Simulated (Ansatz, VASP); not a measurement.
## Two plane-wave programs on SiF2

Contents of INCAR:

```
SYSTEM = SiF2
PREC = Accurate
ENCUT = 600
EDIFF = 1E-7
ISMEAR = 0
SIGMA = 0.02
LREAL = .FALSE.
LASPH = .TRUE.
NELM = 80
ALGO = Normal
ISIF = 3
LWAVE = .FALSE.
LCHARG = .FALSE.
GGA = PE
IBRION = 2
NSW = 100
EDIFFG = -0.01
```

File KPOINTS:

```
Automatic mesh
0
G
  8 8 8
  0 0 0
```

Contents of POSCAR:

```
SiF2
1.0
    0.0000000000      2.7167401267      2.7167401267
    2.7167401267      0.0000000000      2.7167401267
    2.7167401267      2.7167401267      0.0000000000
Si F
1 2
Direct
    0.0000000000      0.0000000000      0.0000000000
    0.2500000000      0.2500000000      0.2500000000
    0.7500000000      0.7500000000      0.7500000000
```

Input for Ansatz:

```yaml
crystal:
  lattice:
    - [0.0, 2.7167401267, 2.7167401267]
    - [2.7167401267, 0.0, 2.7167401267]
    - [2.7167401267, 2.7167401267, 0.0]
  atoms:
    - { symbol: Si, position: [0.0, 0.0, 0.0] }
    - { symbol: F, position: [0.25, 0.25, 0.25] }
    - { symbol: F, position: [0.75, 0.75, 0.75] }
basis:
  ecutwfc: 420
kpoints:
  mp_grid: { grid: [8, 8, 8] }
hamiltonian:
  xc: pbe
scf:
  occupations: { method: gaussian, width: 0.02 }
output:
  forces: true
  stress: true
  eigenvalues: true
relax:
  adjacent_minimum: "off"
  f_tol: 0.01
  max_steps: 80
  cell: { stress_tol: 0.05 }
```

Alike in both runs: task relaxation of cell and atoms; functional PBE; k mesh 8 × 8 × 8; occupations gaussian, width 0.02 eV; no spin polarisation.

```csv
,VASP,Ansatz
version,VASP 6.6.1,Ansatz 0.2.0
potentials or method,"VASP PAW PBE potentials, release 64 (Si, F), cutoff 600 eV","scalar-relativistic, plane waves, PAW"
valence electrons in the cell,18,18
```

Ansatz gave:

- gap on the k mesh at the Fermi level, each at its own relaxed structure (eV): 3.00
- relaxed volume (Å³/atom): 13.42
- relaxed cell length with the largest relative difference (Å): 3.847

Question: What did VASP give for the same quantities?

Answer: gap on the k mesh at the Fermi level, each at its own relaxed structure (eV): 2.99; relaxed volume (Å³/atom): 13.37; relaxed cell length with the largest relative difference (Å): 3.842.

Noted on VASP's run: the relaxation stopped at its first step, so nothing moved.
